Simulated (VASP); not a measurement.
A run of VASP 6.6.1 is set up as follows.

The input INCAR:

```
SYSTEM = As
ALGO = Normal
EDIFF = 1E-6
ENCUT = 520
GGA = PE
ISIF = 2
ISMEAR = -1
LASPH = .True.
LCHARG = .False.
LREAL = .False.
LWAVE = .False.
NBANDS = 12
NELM = 100
PREC = Accurate
SIGMA = 0.05
```

The input KPOINTS:

```
k-points
0
Gamma
  6 6 8
  0 0 0
```

POSCAR

```
As
1.0
    4.5664000000      0.0000000000      0.0000000000
   -2.2832000000      3.9546200000      0.0000000000
    0.0000000000      0.0000000000      2.8620774000
As
2
Direct
    0.3333300000      0.6666700000      0.0000000000
    0.6666700000      0.3333300000      0.0000000000
```

Potentials or basis: VASP PAW PBE potentials, release 64 (As).

Launch:

```bash
$ cat potpaw_PBE.64/As/POTCAR > POTCAR
$ mpirun -np 1 vasp_std > vasp.out
```

Question: What does it give for the band gap on the k mesh?

Answer: Zero (band 5 reaches 6.14 eV, above the bottom of band 6 at 2.23 eV).

Question: Predict the pressure.

Answer: -0.5 GPa.

Stress tensor (GPa, compression positive):
```
 1.28  0.00  0.00
 0.00  1.28  0.00
 0.00  0.00 -3.95
```
